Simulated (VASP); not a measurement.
Runs of VASP 6.6.1 on Si. The structure is that of space group Pm-3n (No. 223), or close to it. The cells are those of the table. 

```csv
task,cell,k mesh,cutoff (eV),gap on the mesh (eV),pressure (GPa)
single point,"a = 5.468 Å, 8 atoms",4 × 4 × 4,520,none,-13.7
relaxation of cell and atoms,"relaxed from a = 5.468 Å, 8 atoms",4 × 4 × 4,600,none,0.1
single point,"a = 4.906 Å, 8 atoms",4 × 4 × 4,520,none,(a)
single point,"a = 4.912 Å, 8 atoms",8 × 8 × 8,520,none,0.0
```

Alike in all rows: level PBE; potentials or basis VASP PAW PBE potentials, release 64 (Si); no spin polarisation; smearing gaussian 0.1 eV.

Task: Estimate the missing entries.

Result: (a) 0.2.

Caveats: the cell stands under tension (at least some runs).

A gap of «none» marks levels without a gap at the run's occupations.
